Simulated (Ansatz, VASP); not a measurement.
## HfB2: VASP beside Ansatz

```xyz
3
Lattice="3.1327 0.0000 0.0000 -1.5663 2.7130 0.0000 0.0000 0.0000 3.4792" Properties=species:S:1:pos:R:3 pbc="T T T"
Hf    0.0000    0.0000    0.0000
B     0.0000    1.8087    1.7396
B     1.5663    0.9043    1.7396
```

Alike in both runs: task relaxation of cell and atoms; functional r2SCAN; k mesh 15 × 15 × 12; occupations gaussian, width 0.1 eV; no spin polarisation.

|  | VASP | Ansatz |
| --- | --- | --- |
| version | VASP 6.6.1 | Ansatz 0.2.0 |
| potentials or method | VASP PAW PBE potentials, release 64 (Hf_pv, B), cutoff 600 eV | scalar-relativistic, plane waves, PAW |
| valence electrons in the cell | 16 | 32 |

Ansatz gave:

- gap on the k mesh at the Fermi level, each at its own relaxed structure (eV): none
- relaxed volume (Å³/atom): 9.88
- relaxed cell length with the largest relative difference (Å): 3.481

Task: Which values does VASP return?

Result: gap on the k mesh at the Fermi level, each at its own relaxed structure (eV): none; relaxed volume (Å³/atom): 9.86; relaxed cell length with the largest relative difference (Å): 3.478.

VASP's potentials were made for PBE, not for r2SCAN. A gap of «none» marks a metal or a gap that the smearing closes. VASP's potentials hold 16 valence electrons a cell and Ansatz's 32, so a difference there can come from the potentials and not from the codes.

Spin-orbit coupling is off throughout.
